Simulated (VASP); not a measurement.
TiCo3:

```
CELL_PARAMETERS angstrom
3.61400 0.00000 0.00000
0.00000 3.61400 0.00000
0.00000 0.00000 3.61400
ATOMIC_POSITIONS crystal
Ti 0.00000 0.00000 0.00000
Co 0.00000 0.50000 0.50000
Co 0.50000 0.00000 0.50000
Co 0.50000 0.50000 0.00000
```

- Program: VASP 6.6.1
- Task: relaxation of cell and atoms
- Functional: PBEsol
- Potentials or basis: VASP PAW PBE potentials, release 64 (Ti_sv, Co)
- Cutoff: 600 eV
- k mesh: 6 × 6 × 6
- Occupations: gaussian, width 0.1 eV
- Spin: collinear spin, ferrimagnetic start
- Starting moments: [-0.41, 1.22, 1.22, 1.22] μB

At the start: pressure -15.4 GPa; volume 11.80 Å³/atom.

Question: How do energy, volume and symmetry change on relaxing?

Answer: Over 3 steps the energy falls by 44.7 meV/atom and the volume is 10.95 Å³/atom (-7.2 %); space group Pm-3m (No. 221, to 0.05 Å); moment 0.00 μB per cell.

The path:
```
step  energy change (eV)  largest force (eV/Å)  pressure (GPa)  volume (Å³)
   1              0.0000                0.0000          -15.42        47.20
   2              0.1257                0.0000           27.38        39.86
   3             -0.1786                0.0000           -0.38        43.81
```

Final structure:
```cif
data_structure
_symmetry_space_group_name_H-M 'P 1'
_symmetry_Int_Tables_number 1
_cell_length_a 3.5252
_cell_length_b 3.5252
_cell_length_c 3.5252
_cell_angle_alpha 90.000
_cell_angle_beta 90.000
_cell_angle_gamma 90.000
_cell_volume 43.81
loop_
_atom_site_label
_atom_site_type_symbol
_atom_site_fract_x
_atom_site_fract_y
_atom_site_fract_z
_atom_site_occupancy
Ti1 Ti 0.00000 0.00000 0.00000 1
Co1 Co 0.00000 0.50000 0.50000 1
Co2 Co 0.50000 0.00000 0.50000 1
Co3 Co 0.50000 0.50000 0.00000 1
```

Caveat: the PAW data sets were made with another functional, which shifts forces and pressure a little.
